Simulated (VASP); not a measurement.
Wanted: the native input for a VASP 6.6.1 run.

- Task: relaxation of cell and atoms
- Functional: PBE
- Potentials or basis: VASP PAW PBE potentials, release 64 (W_sv, Br, F)
- Cutoff: 600 eV
- k mesh: 6 × 6 × 6
- Occupations: gaussian, width 0.1 eV
- Spin: collinear spin
- Starting moments: [1.16, 0.0, 0.0, 0.0, 0.0, 0.0] μB
- Dipole correction: no
- Further INCAR settings: ALGO = Normal; EDIFF = 1e-07; IBRION = 2; EDIFFG = -0.04; NSW = 90; ISIF = 3

The structure of WBrF4 lies in POSCAR:

```
WBrF4
1.0
    0.0000000000      3.2081776552      3.2081776552
    3.2081776552      0.0000000000      3.2081776552
    3.2081776552      3.2081776552      0.0000000000
W Br F
1 1 4
Direct
    0.0000000000      0.0000000000      0.0000000000
    0.7500000000      0.7500000000      0.7500000000
    0.3738293415      0.8785119756      0.3738293415
    0.8785119756      0.3738293415      0.3738293415
    0.3738293415      0.3738293415      0.8785119756
    0.3738293415      0.3738293415      0.3738293415
```

The cell was generated, and may not be a known phase.

One way to write it, as run:

INCAR

```
  ALGO = Normal
  EDIFF = 1E-7
  EDIFFG = -0.04
  ENCUT = 600
  GGA = PE
  IBRION = 2
  ISIF = 3
  ISMEAR = 0
  ISPIN = 2
  LASPH = True
  LCHARG = False
  LMAXMIX = 4
  LORBIT = 11
  LREAL = False
  LWAVE = False
  MAGMOM = 1.16 0 0 0 0 0
  NELM = 150
  NSW = 90
  PREC = Accurate
  SIGMA = 0.1
```

KPOINTS

```
k-points
0
Gamma
  6 6 6
```

Potentials or basis: VASP PAW PBE potentials, release 64 (W_sv, Br, F).

Run with:

```console
$ cat potpaw_PBE.64/W_sv/POTCAR potpaw_PBE.64/Br/POTCAR potpaw_PBE.64/F/POTCAR > POTCAR
$ mpirun -np 1 vasp_std > vasp.out
```

It gave:

The pressure after relaxing is -0.3 GPa and the largest force after relaxing is 0.003 eV/Å. The band gap on the k mesh is zero (filled and empty bands overlap). The net moment is 0.99 μB per cell. The site moments are W +1.17; Br -0.11; F -0.06 μB and the valence electrons inside the program's atomic spheres are W 11.13; Br 4.72; F 6.01.

Caveat: spin-orbit coupling is left out, which moves the levels of the heavy elements.

It took 99 s on 1 thread of Intel(R) Xeon(R) Platinum 8259CL CPU @ 2.50GHz (Skylake/Cascade Lake), with other jobs on the host, peak memory 0.28 GiB.
